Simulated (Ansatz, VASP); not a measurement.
Two plane-wave programs on BaTiO3

```
Ba Ti O
1.0
     3.99980    0.00000    0.00000
     0.00000    3.99980    0.00000
     0.00000    0.00000    4.01800
Ba Ti O
1 1 3
Cartesian
  0.0000 0.0000 -0.0429
  1.9999 1.9999 1.8969
  1.9999 1.9999 0.1641
  1.9999 0.0000 2.0908
  0.0000 1.9999 2.0908
```

Alike in both runs: task relaxation of the atoms; functional PBE; k mesh 6 × 6 × 6; occupations gaussian, width 0.05 eV; no spin polarisation.

```csv
,VASP,Ansatz
version,VASP 6.6.1,Ansatz 0.2.0
potentials or method,"VASP PAW PBE potentials, release 64 (Ba_sv, Ti_sv, O), cutoff 520 eV","scalar-relativistic, plane waves, PAW"
valence electrons in the cell,40,40
```

```csv
,VASP,Ansatz,Ansatz less VASP
"gap on the k mesh at the Fermi level, each at its own relaxed structure (eV)",1.78,1.86,+0.073
```

Ansatz's warnings: stress scf threshold loose.

Neither program's run includes spin-orbit coupling.
